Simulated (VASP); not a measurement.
# Sb2S (P6/mmm) in VASP: a series of runs

Runs on Sb2S. Level: PBE. Tasks: single point, relaxation of cell and atoms.

Program: VASP 6.6.1. These are calculated values, not measurements. Logs are shortened: lines on timing, memory, paths and dates and some standing lists are left out, and cuts for length are marked.

## 1. The cell of the first run

Symmetry: P6/mmm, No. 191, hexagonal system. The conventional cell has a = 4.896 Å, b = 4.896 Å, c = 3.531 Å, α = 90.00°, β = 90.00°, γ = 120.00°. Within 3.7 Å of Sb (site symmetry -6m2) lie 5 Sb at 2.83 to 3.53 Å and 6 S at 3.33 Å. S (site symmetry 6/mmm) has 12 Sb at 3.33 Å and 2 S at 3.53 Å within 4.4 Å.

## 2. Single point, PBE

Input file INCAR:

```
  ALGO = Normal
  EDIFF = 1E-6
  ENCUT = 520
  GGA = PE
  ISIF = 2
  ISMEAR = 0
  LASPH = True
  LCHARG = False
  LREAL = False
  LWAVE = False
  NBANDS = 15
  NELM = 80
  PREC = Accurate
  SIGMA = 0.1
```

Input file KPOINTS:

```
k-points
0
Gamma
  6 6 6
```

Input file POSCAR:

```
Sb2S
1.0
    4.8955535100      0.0000000000      0.0000000000
   -2.4477767500      4.2396737000      0.0000000000
    0.0000000000      0.0000000000      3.5306538500
Sb S
2 1
Direct
    0.3333333300      0.6666666700      0.5000000000
    0.6666666700      0.3333333300      0.5000000000
    0.0000000000      0.0000000000      0.0000000000
```

Potentials or basis: VASP PAW PBE potentials, release 64 (Sb, S).

The run is started by

```sh
cat potpaw_PBE.64/Sb/POTCAR potpaw_PBE.64/S/POTCAR > POTCAR
mpirun -np 1 vasp_std > vasp.out
```

OUTCAR:

```text
EDIFF = 1E-6
   ENCUT = 520
   GGA = PE
   ISIF = 2
   ISMEAR = 0
   LASPH = True
   LREAL = False
   NELM = 80
   PREC = Accurate

 ion  position               nearest neighbor table
   1  0.333  0.667  0.500-   2 2.83   2 2.83   2 2.83
   2  0.667  0.333  0.500-   1 2.83   1 2.83   1 2.83
   3  0.000  0.000  0.000-

  LATTYP: Found a hexagonal cell.
 ALAT       =     4.8955535100
 C/A-ratio  =     0.7211960492

  Lattice vectors:

 A1 = (   4.8955535100,   0.0000000000,   0.0000000000)
 A2 = (  -2.4477767500,   4.2396737000,   0.0000000000)
 A3 = (   0.0000000000,   0.0000000000,   3.5306538500)

Analysis of symmetry for initial positions (statically):
=====================================================================
 Subroutine PRICEL returns:
 Original cell was already a primitive cell.

 Routine SETGRP: Setting up the symmetry group for a
 hexagonal supercell.

 Subroutine GETGRP returns: Found 24 space group operations
 (whereof 24 operations were pure point group operations)
 out of a pool of 24 trial point group operations.

The static configuration has the point symmetry D_6h.

Analysis of symmetry for dynamics (positions and initial velocities):
=====================================================================
 Subroutine PRICEL returns:
 Original cell was already a primitive cell.

 Routine SETGRP: Setting up the symmetry group for a
 hexagonal supercell.

 Subroutine GETGRP returns: Found 24 space group operations
 (whereof 24 operations were pure point group operations)
 out of a pool of 24 trial point group operations.

The dynamic configuration has the point symmetry D_6h.

 Subroutine INISYM returns: Found 24 space group operations
 (whereof 24 operations are pure point group operations),
 and found     1 'primitive' translations

----------------------------------------------------------------------------------------

                                     Primitive cell

  volume of cell :      73.2807

  direct lattice vectors                    reciprocal lattice vectors
     4.895553510  0.000000000  0.000000000     0.204266994  0.117933604  0.000000000
    -2.447776750  4.239673700  0.000000000     0.000000000  0.235867208  0.000000000
     0.000000000  0.000000000  3.530653850     0.000000000  0.000000000  0.283233657

  length of vectors
     4.895553510  4.895553503  3.530653850     0.235867208  0.235867208  0.283233657

[... 86 lines left out ...]
   IBRION =     -1    ionic relax: 0-MD 1-quasi-New 2-CG
   NFREE  =      0    steps in history (QN), initial steepest desc. (CG)
   ISIF   =      2    stress and relaxation
   ISYM   =      2    0-nonsym 1-usesym 2-fastsym
   POTIM  = 0.5000    time-step for ionic-motion
   TEBEG  =    0.0;   TEEND  =   0.0 temperature during run
   PSTRESS=    0.0 pullay stress
   NELECT =      16.0000    total number of electrons
   NUPDOWN=      -1.0000    fix difference up-down
   EMIN   =  10.00;   EMAX   =-10.00  energy-range for DOS
   EFERMI =   0.00;   METHOD = LEGACY
   ISMEAR =     0;   SIGMA  =   0.10  broadening in eV -4-tet -1-fermi 0-gaus
   EFERMI_NEDOS =   21; number of points for ismear=-14 and -15
   IALGO  =     38    algorithm
   IMIX   =      4    mixing-type and parameters
     AMIX     =   0.40;   BMIX     =  1.00
     AMIX_MAG =   1.60;   BMIX_MAG =  1.00
  volume/ion in A,a.u.               =      24.43       164.84
  Fermi-wavevector in a.u.,A,eV,Ry     =   0.985791  1.862876 13.221934  0.971785
  Thomas-Fermi vector in A             =   2.117125
   LORBIT       =      0    0 simple, 1 ext, 2 COOP (PROOUT), +10 PAW based schemes
   GGA     = PE    functional components
   LHFCALC =     F    Hartree Fock is set to
   AEXX    =    0.0000 exact exchange contribution
   IVDW    =     0    specifies the selected vdW correction
   LEPSILON=     F    determine dielectric tensor
   LRPA    =     F    only Hartree local field effects (RPA)
 non-spin polarized calculation
 Gauss-broadening in eV      SIGMA  =   0.10
  energy-cutoff  :      520.00
  volume of cell :       73.28
 maximum number of plane-waves:      1992
   NGX = 19   NGY = 19   NGZ = 13

 number of electron      16.0000000 magnetization

 Free energy of the ion-electron system (eV)
  ---------------------------------------------------
  ext. energy  EPLUGINS =         0.00000000
  ---------------------------------------------------
  free energy    TOTEN  =       -11.19931245 eV

  energy without entropy =      -11.19212469  energy(sigma->0) =      -11.19571857

 E-fermi :   7.3841     XC(G=0): -10.1332

 val. band max:        7.3741048594   @ k =   0.1667   0.1667   0.1667
 cond. band min:       7.4078872552   @ k =   0.5000   0.0000   0.0000
 fundamental gap:      0.0337823958
 Fermi energy:         7.3841392509

 k-point     1 :       0.0000    0.0000    0.0000
  band No.  band energies     occupation
      1      -6.2978      2.00000
      2      -2.6440      2.00000
      3       1.1759      2.00000
      4       3.7675      2.00000
      5       3.7675      2.00000
      6       4.0608      2.00000
      7       4.0608      2.00000
      8       5.7459      2.00000
      9       9.5475      0.00000
     10      11.4848      0.00000
     11      11.7434      0.00000
     12      11.7434      0.00000
     13      12.4523      0.00000
     14      16.7152      0.00000
[... 401 lines left out ...]
      2      -3.1208      2.00000
      3      -0.2096      2.00000
      4       2.4744      2.00000
      5       3.9263      2.00000
      6       3.9934      2.00000
      7       5.1919      2.00000
      8       5.3781      2.00000
      9       7.7149      0.00000
     10       7.9621      0.00000
     11      10.9846      0.00000
     12      11.6419      0.00000
     13      13.0030      0.00000
     14      14.7198      0.00000
     15      16.3765      0.00000

 [... further k-points ...]
[... 5 lines left out ...]
  --------------------------------------------------------------------------------------
  -------------------------------------------------------------------------------------
  Total        2.3386569      2.3386569     -2.2592873      0.0000000      0.0000000      0.0000000
  in kB       51.1314046     51.1314044    -49.3961006      0.0000001      0.0000000      0.0000000
  external PRESSURE =      17.6222361 kB  Pullay stress =       0.0000000 kB

 VOLUME and BASIS-vectors are now :
 -----------------------------------------------------------------------------
  energy-cutoff  :      520.00
  volume of cell :       73.28
      direct lattice vectors                 reciprocal lattice vectors
     4.895553510  0.000000000  0.000000000     0.204266994  0.117933604  0.000000000
    -2.447776750  4.239673700  0.000000000     0.000000000  0.235867208  0.000000000
     0.000000000  0.000000000  3.530653850     0.000000000  0.000000000  0.283233657

 POSITION                                       TOTAL-FORCE (eV/Angst)
 -----------------------------------------------------------------------------------
     -0.00000      2.82645      1.76533         0.000000     -0.000000     -0.000000
      2.44778      1.41322      1.76533        -0.000000      0.000000      0.000000
      0.00000      0.00000      0.00000         0.000000      0.000000      0.000000
 -----------------------------------------------------------------------------------
    total drift:                               -0.000000      0.000000     -0.000000

  FREE ENERGIE OF THE ION-ELECTRON SYSTEM (eV)
  ---------------------------------------------------
  free  energy   TOTEN  =       -11.1993124549 eV

  energy  without entropy=      -11.1921246882  energy(sigma->0) =      -11.19571857
```

OSZICAR:

```text
N       E                     dE             d eps       ncg     rms          rms(c)
DAV:   1     0.617302714331E+02    0.61730E+02   -0.55624E+03   840   0.856E+02
DAV:   2    -0.744077879533E+01   -0.69171E+02   -0.63624E+02  1129   0.140E+02
DAV:   3    -0.116117245507E+02   -0.41709E+01   -0.41032E+01  1036   0.371E+01
DAV:   4    -0.116479188803E+02   -0.36194E-01   -0.36172E-01  1099   0.426E+00
DAV:   5    -0.116484168404E+02   -0.49796E-03   -0.49795E-03  1099   0.518E-01    0.564E+00
DAV:   6    -0.112049472567E+02    0.44347E+00   -0.12256E+00  1055   0.601E+00    0.350E+00
DAV:   7    -0.112015521317E+02    0.33951E-02   -0.13582E-01   994   0.213E+00    0.198E+00
DAV:   8    -0.111993979907E+02    0.21541E-02   -0.26014E-02  1085   0.961E-01    0.222E-01
DAV:   9    -0.111991909050E+02    0.20709E-03   -0.10674E-03  1159   0.202E-01    0.149E-01
DAV:  10    -0.111993254647E+02   -0.13456E-03   -0.33697E-04  1057   0.119E-01    0.403E-02
DAV:  11    -0.111993146653E+02    0.10799E-04   -0.28441E-05  1109   0.366E-02    0.138E-02
DAV:  12    -0.111993125263E+02    0.21390E-05   -0.63168E-06  1057   0.168E-02    0.329E-03
DAV:  13    -0.111993124549E+02    0.71383E-07   -0.60221E-07   679   0.546E-03
   1 F= -.11199312E+02 E0= -.11195719E+02  d E =-.718777E-02
```

stdout:

```text
POSCAR found type information on POSCAR SbS
 POSCAR found :  2 types and       3 ions
 scaLAPACK will be used
 LDA part: xc-table for (Slater+PW92), standard interpolation
 POSCAR, INCAR and KPOINTS ok, starting setup
 FFT: planning ... GRIDC
 FFT: planning ... GRID_SOFT
 FFT: planning ... GRID
 WAVECAR not read
 entering main loop
```

Run time: 14 s. Hardware: 1 thread of Intel Xeon 6975P-C (Granite Rapids), shared host; peak memory 0.18 GiB.

Results:

```
Free energy            : -11.1993 eV
Pressure               : 1.8 GPa
Band gap on the k mesh : zero (band 8 reaches 9.26 eV, above the bottom of band 9 at 5.42 eV)
```

Stress tensor (GPa, compression positive):
```
 5.11  0.00  0.00
 0.00  5.11  0.00
 0.00  0.00 -4.94
```

Levels at points of the mesh, in eV from the Fermi level:
```
           k point  band 5  band 6  band 7  band 8  band 9  band 10  band 11  band 12
(0.00, 0.00, 0.00)   -3.62   -3.32   -3.32   -1.64    2.16     4.10     4.36     4.36
(0.50, 0.00, 0.00)   -1.09   -0.75   -0.75    0.02    1.34     3.18     3.50     3.53
(0.00, 0.00, 0.50)   -2.58   -2.58   -2.20   -1.97   -1.97    -0.20     1.12     1.12
(0.50, 0.00, 0.50)   -3.69   -3.58   -2.35   -2.26    1.03     1.81     4.53     5.08
```

Caveat: spin-orbit coupling is left out, which moves the levels of the heavy elements.

[end of part 1 of 2]
